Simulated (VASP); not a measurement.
# Mo6C in VASP: notebook, part 2 of 2

VASP 6.6.1.

## (3) Single point, PBEsol

The input, INCAR:

```
PREC = Accurate
ENCUT = 520
EDIFF = 1E-7
ISMEAR = 0
SIGMA = 0.1
LREAL = F
LASPH = T
NELM = 80
ALGO = Normal
ISIF = 2
LWAVE = F
LCHARG = F
LDIPOL = T
IDIPOL = 3
DIPOL = 0.5 0.5 0.335
GGA = PS
NBANDS = 53
```

The input, KPOINTS:

```
regular mesh
0
Gamma
  6 6 1
```

The input, POSCAR:

```
Mo6C
1.0
    4.4256825775      0.0000000000      0.0000000000
   -2.2128412887      3.8327535412      0.0000000000
    0.0000000000      0.0000000000     19.7247696083
Mo C
6 1
Direct
    0.6666666667      0.3333333333      0.2027907083
    0.3333333333      0.6666666667      0.2485904155
    0.0000000000      0.0000000000      0.2943901228
    0.6666666667      0.3333333333      0.3368101117
    0.3333333333      0.6666666667      0.3772266205
    0.0000000000      0.0000000000      0.4169767136
    0.3333333333      0.6666666667      0.4703230169
```

Potentials or basis: VASP PAW PBE potentials, release 64 (Mo_sv, C).

Launch:

```
$ cat potpaw_PBE.64/Mo_sv/POTCAR potpaw_PBE.64/C/POTCAR > POTCAR
$ mpirun -np 1 vasp_std > vasp.out
```

OUTCAR:

```text
PREC = Accurate
   ENCUT = 520
   EDIFF = 1E-7
   ISMEAR = 0
   LREAL = F
   LASPH = T
   NELM = 80
   ISIF = 2
   GGA = PS

 ion  position               nearest neighbor table
   1  0.667  0.333  0.203-   4 2.64   2 2.71   2 2.71   2 2.71   3 3.13   3 3.13   3 3.13
   2  0.333  0.667  0.249-   5 2.54   1 2.71   1 2.71   3 2.71   1 2.71   3 2.71   3 2.71   4 3.09
                             4 3.09   4 3.09
   3  0.000  0.000  0.294-   6 2.42   4 2.69   4 2.69   4 2.69   2 2.71   2 2.71   2 2.71   5 3.03
                             5 3.03   5 3.03   1 3.13   1 3.13   1 3.13
   4  0.667  0.333  0.337-   1 2.64   5 2.68   5 2.68   5 2.68   3 2.69   3 2.69   3 2.69   6 3.00
                             6 3.00   6 3.00   2 3.09   2 3.09   2 3.09
   5  0.333  0.667  0.377-   7 1.84   2 2.54   6 2.67   6 2.67   6 2.67   4 2.68   4 2.68   4 2.68
                             3 3.03   3 3.03   3 3.03
   6  0.000  0.000  0.417-   3 2.42   5 2.67   5 2.67   5 2.67   7 2.76   7 2.76   7 2.76   4 3.00
                             4 3.00   4 3.00
   7  0.333  0.667  0.470-   5 1.84   6 2.76   6 2.76   6 2.76

  LATTYP: Found a hexagonal cell.
 ALAT       =     4.4256825775
 C/A-ratio  =     4.4568875564

  Lattice vectors:
[... 188 lines left out ...]
      4     -60.5168      2.00000
      5     -60.3799      2.00000
      6     -60.2379      2.00000
[... 381 lines left out ...]
     52       1.5974      0.00000
     53       2.6226      0.00000

------------------------ aborting loop because EDIFF is reached ----------------------------------------

 vacuum level on the upper side and lower side of the slab       (xc-potential included)         0.912        -1.079

  FORCE on cell =-STRESS in cart. coord.  units (eV):
  Direction    XX          YY          ZZ          XY          YZ          ZX
  --------------------------------------------------------------------------------------
  -------------------------------------------------------------------------------------
  Total       -5.4689159     -5.4689159      1.5101574     -0.0000000      0.0000000      0.0000000
  in kB      -26.1883858    -26.1883858      7.2315219     -0.0000000      0.0000000      0.0000000
  external PRESSURE =     -15.0484166 kB  Pullay stress =       0.0000000 kB

 VOLUME and BASIS-vectors are now :
 -----------------------------------------------------------------------------
  energy-cutoff  :      520.00
  volume of cell :      334.58
      direct lattice vectors                 reciprocal lattice vectors
     4.425682577  0.000000000  0.000000000     0.225953846  0.130454514  0.000000000
    -2.212841289  3.832753541  0.000000000     0.000000000  0.260909028  0.000000000
     0.000000000  0.000000000 19.724769608     0.000000000  0.000000000  0.050697677

 POSITION                                       TOTAL-FORCE (eV/Angst)
 -----------------------------------------------------------------------------------
      2.21284      1.27758      4.00000        -0.000000      0.000000      2.053407
     -0.00000      2.55517      4.90339         0.000000     -0.000000     -1.614222
      0.00000      0.00000      5.80678        -0.000000      0.000000     -1.265736
      2.21284      1.27758      6.64350        -0.000000      0.000000     -1.773776
     -0.00000      2.55517      7.44071         0.000000     -0.000000      1.352920
      0.00000      0.00000      8.22477        -0.000000      0.000000      1.198074
     -0.00000      2.55517      9.27701        -0.000000     -0.000000      0.049333
 -----------------------------------------------------------------------------------
    total drift:                                0.000000     -0.000000     -0.000329

  FREE ENERGIE OF THE ION-ELECTRON SYSTEM (eV)
  ---------------------------------------------------
  free  energy   TOTEN  =       -70.1674199064 eV

  energy  without entropy=      -70.1207097376  energy(sigma->0) =      -70.14406482

 vacuum level on the upper side and lower side of the slab         6.097         4.055
```

Wall time 4.6 min (1 thread of AMD EPYC 9R45 (Zen 5), shared host); peak memory 0.45 GiB.

What came out:

```yaml
Free_energy: -70.1674 eV
Largest_force: 2.053 eV/Å
Band_gap_on_the_k_mesh: zero (bands 44 and 45 overlap by 0.03 eV)
```

Forces in eV/Å, atoms in the order of the input:
```
Mo   0.000  0.000  2.053
Mo   0.000  0.000 -1.614
Mo   0.000  0.000 -1.266
Mo   0.000  0.000 -1.774
Mo   0.000  0.000  1.353
Mo   0.000  0.000  1.198
C    0.000  0.000  0.049
```

Caveat: the PAW data sets were made with another functional, which shifts forces and pressure a little.

## (4) Single point, PBEsol

The input, INCAR:

```
PREC = Accurate
ENCUT = 520
EDIFF = 1E-7
ISMEAR = 0
SIGMA = 0.1
LREAL = False
LASPH = True
NELM = 80
ALGO = Normal
ISIF = 2
LWAVE = False
LCHARG = False
LDIPOL = True
IDIPOL = 3
DIPOL = 0.5 0.5 0.330
GGA = PS
NBANDS = 53
```

The input, KPOINTS:

```
Automatic mesh
0
Gamma
  6 6 1
```

Changes to POSCAR since step 3:

```diff
@@ -14,2 +14,2 @@
     0.0000000000      0.0000000000      0.4169767136
-    0.3333333333      0.6666666667      0.4703230169
+    0.6666666667      0.3333333333      0.4359235561
```

Potentials or basis: VASP PAW PBE potentials, release 64 (Mo_sv, C).

Launch:

```
$ cat potpaw_PBE.64/Mo_sv/POTCAR potpaw_PBE.64/C/POTCAR > POTCAR
$ mpirun -np 1 vasp_std > vasp.out
```

OUTCAR:

```text
PREC = Accurate
   ENCUT = 520
   EDIFF = 1E-7
   ISMEAR = 0
   LREAL = False
   LASPH = True
   NELM = 80
   ISIF = 2
   GGA = PS

 ion  position               nearest neighbor table
   1  0.667  0.333  0.203-   4 2.64   2 2.71   2 2.71   2 2.71   3 3.13   3 3.13   3 3.13
   2  0.333  0.667  0.249-   5 2.54   1 2.71   1 2.71   3 2.71   1 2.71   3 2.71   3 2.71   4 3.09
                             4 3.09   4 3.09
   3  0.000  0.000  0.294-   6 2.42   4 2.69   4 2.69   4 2.69   2 2.71   2 2.71   2 2.71   5 3.03
                             5 3.03   5 3.03   1 3.13   1 3.13   1 3.13
   4  0.667  0.333  0.337-   7 1.95   1 2.64   5 2.68   5 2.68   5 2.68   3 2.69   3 2.69   3 2.69
                             6 3.00   6 3.00   6 3.00   2 3.09   2 3.09   2 3.09
   5  0.333  0.667  0.377-   2 2.54   6 2.67   6 2.67   6 2.67   4 2.68   4 2.68   4 2.68   3 3.03
                             3 3.03   3 3.03
[... 597 lines left out ...]
 -----------------------------------------------------------------------------
  energy-cutoff  :      520.00
  volume of cell :      334.58
      direct lattice vectors                 reciprocal lattice vectors
     4.425682577  0.000000000  0.000000000     0.225953846  0.130454514  0.000000000
    -2.212841289  3.832753541  0.000000000     0.000000000  0.260909028  0.000000000
     0.000000000  0.000000000 19.724769608     0.000000000  0.000000000  0.050697677

 POSITION                                       TOTAL-FORCE (eV/Angst)
 -----------------------------------------------------------------------------------
      2.21284      1.27758      4.00000         0.000000     -0.000000      1.476974
     -0.00000      2.55517      4.90339        -0.000000     -0.000000     -0.654227
      0.00000      0.00000      5.80678        -0.000000      0.000000     -2.055965
      2.21284      1.27758      6.64350         0.000000     -0.000000     -1.938429
     -0.00000      2.55517      7.44071         0.000000      0.000000      1.941714
      0.00000      0.00000      8.22477        -0.000000      0.000000      1.189839
      2.21284      1.27758      8.59849        -0.000000      0.000000      0.040094
 -----------------------------------------------------------------------------------
    total drift:                               -0.000000     -0.000000     -0.000370

  FREE ENERGIE OF THE ION-ELECTRON SYSTEM (eV)
  ---------------------------------------------------
  free  energy   TOTEN  =       -71.5362297987 eV

  energy  without entropy=      -71.5098512447  energy(sigma->0) =      -71.52304052

 vacuum level on the upper side and lower side of the slab         5.580         4.203
```

stdout:

```text
POSCAR found type information on POSCAR MoC
 POSCAR found :  2 types and       7 ions
 scaLAPACK will be used
 -----------------------------------------------------------------------------
|                                                                             |
|                                                                             |
|     You enforced a specific xc type in the INCAR file but a different       |
|     I HOPE YOU KNOW WHAT YOU ARE DOING!                                     |
|                                                                             |
 -----------------------------------------------------------------------------

 LDA part: xc-table for (Slater+PW92), standard interpolation
 POSCAR, INCAR and KPOINTS ok, starting setup
 FFT: planning ... GRIDC
 FFT: planning ... GRID_SOFT
 FFT: planning ... GRID
 WAVECAR not read
 entering main loop
```

Wall time 4.8 min (1 thread of AMD EPYC 9R45 (Zen 5), shared host); peak memory 0.45 GiB.

Results:

* Free energy: -71.5362 eV
* Largest force: 2.056 eV/Å
* Band gap on the k mesh: zero (bands 44 and 45 overlap by 0.20 eV)

Forces on the atoms (eV/Å):
```
Mo   0.000  0.000  1.477
Mo   0.000  0.000 -0.654
Mo   0.000  0.000 -2.056
Mo   0.000  0.000 -1.938
Mo   0.000  0.000  1.942
Mo   0.000  0.000  1.190
C    0.000  0.000  0.040
```

Caveat: the PAW data sets were made with another functional, which shifts forces and pressure a little.

## (5) Summary

```csv
cell,gap on the mesh (eV),largest force (eV/Å)
"as given, atomic positions A",none,3.24
"as given, atomic positions B",none,2.05
"as given, atomic positions C",none,2.06
```

Alike in all rows: task single point; level PBEsol; potentials or basis VASP PAW PBE potentials, release 64 (Mo_sv, C); no spin polarisation; k mesh 6 × 6 × 1; cutoff (eV) 520; smearing gaussian 0.1 eV.

Caveats: the PAW data sets were made with another functional, which shifts forces and pressure a little.

Absolute energies hang on the potentials; compare differences alone.
